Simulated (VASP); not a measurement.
## Ga: relaxation of cell and atoms with PBEsol

Ga:

```
Ga
1.0
     4.40913    0.00000    0.00000
    -2.20457    3.81842    0.00000
     0.00000    0.00000    5.06372
Ga
4
Cartesian
  0.0000 0.0000 1.2659
  0.0000 0.0000 3.7978
  0.0000 2.5456 3.7978
  2.2046 1.2728 1.2659
```

This isn't the form of Ga at room conditions, which is orthorhombic.

```
Program                : VASP 6.6.1
Task                   : relaxation of cell and atoms
Functional             : PBEsol
Potentials or basis    : VASP PAW PBE potentials, release 64 (Ga_d)
Cutoff                 : 600 eV
k mesh                 : 6 × 6 × 4
Occupations            : gaussian, width 0.1 eV
Spin                   : no spin polarisation
Dipole correction      : no
Further INCAR settings : ALGO = Normal; EDIFF = 1e-06; IBRION = 2; EDIFFG = -0.04; NSW = 90; ISIF = 3
```

The relaxed volume is 21.43 Å³/atom and the relaxed cell is a = 4.377 Å, b = 4.377 Å, c = 5.165 Å, α = 90.00°, β = 90.00°, γ = 120.00°. The space group after relaxing (to 0.1 Å) is P6_3/mmc (No. 194), the energy gained by relaxing is 3.9 meV/atom and the ionic steps are 3. The pressure after relaxing is -0.2 GPa. The band gap on the k mesh is zero (bands 26 and 27 overlap by 1.75 eV).

Stress tensor (GPa, compression positive):
```
-0.30  0.00  0.00
 0.00 -0.30  0.00
 0.00  0.00 -0.02
```

Step by step:
```csv
step,energy change (eV),largest force (eV/Å),pressure (GPa),volume (Å³)
1,0.0000,0.0000,0.18,85.25
2,-0.0126,0.0000,-0.10,85.53
3,-0.0157,0.0000,-0.20,85.71
```

Final structure:
```
CELL_PARAMETERS angstrom
4.37733 0.00000 0.00000
-2.18866 3.79088 0.00000
0.00000 0.00000 5.16516
ATOMIC_POSITIONS crystal
Ga 0.00000 0.00000 0.25000
Ga 0.00000 0.00000 0.75000
Ga 0.33333 0.66667 0.75000
Ga 0.66667 0.33333 0.25000
```

Levels at points of the mesh, in eV from the Fermi level:
```
           k point  band 23  band 24  band 25  band 26  band 27  band 28  band 29  band 30
(0.00, 0.00, 0.00)    -3.70    -0.63    -0.39    -0.39     1.07     1.07     2.07     4.21
(0.50, 0.00, 0.00)    -4.00    -3.24    -2.29    -1.97     0.34     0.99     1.48     3.68
(0.00, 0.00, 0.50)     0.04     0.04     0.62     0.62     0.62     0.62     2.21     2.21
(0.50, 0.00, 0.50)    -5.67    -5.67    -0.91    -0.91     0.35     0.35     4.19     4.19
```

Wall time 89 s on 1 thread of Intel(R) Xeon(R) 6975P-C (Granite Rapids), with other jobs on the host, peak memory 0.24 GiB.

Caveat: the PAW data sets were made with another functional, which shifts forces and pressure a little.
